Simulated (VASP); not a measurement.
Write the native input for VASP 6.6.1 that does the following.

```
Task                   : relaxation of cell and atoms
Functional             : PBE
Potentials or basis    : VASP PAW PBE potentials, release 64 (Hf_pv, C)
Cutoff                 : 600 eV
k mesh                 : 4 × 4 × 4
Occupations            : gaussian, width 0.1 eV
Spin                   : no spin polarisation
Dipole correction      : no
Further INCAR settings : ALGO = Normal; EDIFF = 1e-07; IBRION = 2; EDIFFG = -0.04; NSW = 90; ISIF = 3
```

The structure of HfC5 lies in POSCAR:

```
HfC5
1.0
    4.8517926900      0.0000000000      0.0000000000
    0.0000000000      4.8517926900      0.0000000000
    0.0000000000      0.0000000000      3.8065335300
Hf C
1 5
Direct
    0.5000000000      0.5000000000      0.5000000000
    0.8386404700      0.8386404700      0.5000000000
    0.1613595300      0.1613595300      0.5000000000
    0.1613595300      0.8386404700      0.5000000000
    0.8386404700      0.1613595300      0.5000000000
    0.0000000000      0.0000000000      0.0000000000
```

These files were run (other wordings do the same):

INCAR

```
  PREC = Accurate
  ENCUT = 600
  EDIFF = 1E-7
  ISMEAR = 0
  SIGMA = 0.1
  LREAL = False
  LASPH = True
  NELM = 100
  ALGO = Normal
  ISIF = 3
  LWAVE = False
  LCHARG = False
  GGA = PE
  IBRION = 2
  NSW = 90
  EDIFFG = -0.04
```

KPOINTS

```
Automatic mesh
0
Gamma
  4 4 4
```

Potentials or basis: VASP PAW PBE potentials, release 64 (Hf_pv, C).

Command:

```sh
$ cat potpaw_PBE.64/Hf_pv/POTCAR potpaw_PBE.64/C/POTCAR > POTCAR
$ mpirun -np 1 vasp_std > vasp.out
```

It gave:

- Relaxed volume: 12.96 Å³/atom
- Relaxed cell: a = 4.781 Å, b = 4.781 Å, c = 3.401 Å, α = 90.00°, β = 90.00°, γ = 90.00°
- Space group after relaxing (to 0.05 Å): P4/mmm (No. 123)
- Energy gained by relaxing: 103.4 meV/atom
- Ionic steps: 8
- Pressure after relaxing: -0.2 GPa
- Largest force after relaxing: 0.028 eV/Å
- Band gap on the k mesh: zero (band 15 reaches 4.44 eV, above the bottom of band 16 at 3.23 eV)

Caveat: the k points lie up to 0.46 Å⁻¹ apart in the final cell; spin-orbit coupling is left out, which moves the levels of the heavy elements.

Wall time 2.3 min on 1 thread of AMD EPYC 9R45 (Zen 5), on a shared host, peak memory 0.21 GiB.
